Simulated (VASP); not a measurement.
**Nb3N4: relaxation of cell and atoms with PBE**

Nb3N4:

```xyz
7
Lattice="4.7134 0.0000 0.0000 0.0000 4.7134 0.0000 0.0000 0.0000 4.7134" Properties=species:S:1:pos:R:3 pbc="T T T"
Nb    0.0000    0.0000    2.3567
Nb    2.3567    0.0000    0.0000
Nb    0.0000    2.3567    0.0000
N     3.5910    1.1224    1.1224
N     1.1224    3.5910    1.1224
N     1.1224    1.1224    3.5910
N     3.5910    3.5910    3.5910
```

The cell was generated, and may not be a known phase.

```
Program                : VASP 6.6.1
Task                   : relaxation of cell and atoms
Functional             : PBE
Potentials or basis    : VASP PAW PBE potentials, release 64 (Nb_sv, N)
Cutoff                 : 600 eV
k mesh                 : 8 × 8 × 8
Occupations            : gaussian, width 0.1 eV
Spin                   : no spin polarisation
Dipole correction      : no
Further INCAR settings : ALGO = Normal; EDIFF = 1e-06; IBRION = 2; EDIFFG = -0.01; NSW = 100; ISIF = 3
```

| Item | Value |
| --- | --- |
| Relaxed volume | 14.93 Å³/atom |
| Relaxed cell | a = 4.710 Å, b = 4.710 Å, c = 4.710 Å, α = 90.00°, β = 90.00°, γ = 90.00° |
| Space group after relaxing (to 0.1 Å) | P-43m (No. 215) |
| Energy gained by relaxing | 0.0 meV/atom |
| Ionic steps | 3 |
| Pressure after relaxing | 0.0 GPa |
| Largest force after relaxing | 0.010 eV/Å |
| Band gap on the k mesh | zero (an odd number of electrons rules out a gap without spin polarisation) |

Forces in eV/Å, atoms in the order of the input:
```
Nb   0.000  0.000  0.000
Nb   0.000  0.000  0.000
Nb   0.000  0.000  0.000
N    0.006 -0.006 -0.006
N   -0.006  0.006 -0.006
N   -0.006 -0.006  0.006
N    0.006  0.006  0.006
```

The path:
```
step  energy change (eV)  largest force (eV/Å)  pressure (GPa)  volume (Å³)
   1              0.0000                0.0385           -0.41       104.71
   2              0.0007                0.0423            0.78       104.13
   3             -0.0003                0.0100            0.03       104.51
```

Final structure:
```yaml
crystal:
  lattice:
    - [4.71028, 0.00000, 0.00000]
    - [0.00000, 4.71028, 0.00000]
    - [0.00000, 0.00000, 4.71028]
  atoms:
    - { symbol: Nb, position: [0.00000, 0.00000, 0.50000] }
    - { symbol: Nb, position: [0.50000, 0.00000, 0.00000] }
    - { symbol: Nb, position: [0.00000, 0.50000, 0.00000] }
    - { symbol: N, position: [0.76195, 0.23805, 0.23805] }
    - { symbol: N, position: [0.23805, 0.76195, 0.23805] }
    - { symbol: N, position: [0.23805, 0.23805, 0.76195] }
    - { symbol: N, position: [0.76195, 0.76195, 0.76195] }
```

Levels at points of the mesh, in eV from the Fermi level:
| k point | band 27 | band 28 | band 29 | band 30 | band 31 | band 32 | band 33 | band 34 |
| --- | --- | --- | --- | --- | --- | --- | --- | --- |
| (0.00, 0.00, 0.00) | -2.35 | -2.35 | -0.49 | -0.49 | -0.49 | 1.02 | 1.02 | 1.54 |
| (0.50, 0.00, 0.00) | -2.48 | -2.48 | -0.54 | 0.04 | 0.04 | 0.32 | 0.62 | 1.10 |
| (0.50, 0.50, 0.00) | -3.53 | -3.53 | 0.09 | 0.54 | 0.54 | 1.24 | 1.51 | 1.51 |
| (0.50, 0.50, 0.50) | -3.59 | -3.59 | 0.90 | 0.90 | 0.90 | 1.23 | 1.23 | 1.23 |

It took 8.4 min on 1 thread of Intel Xeon 8259CL, on a shared host, peak memory 0.32 GiB.
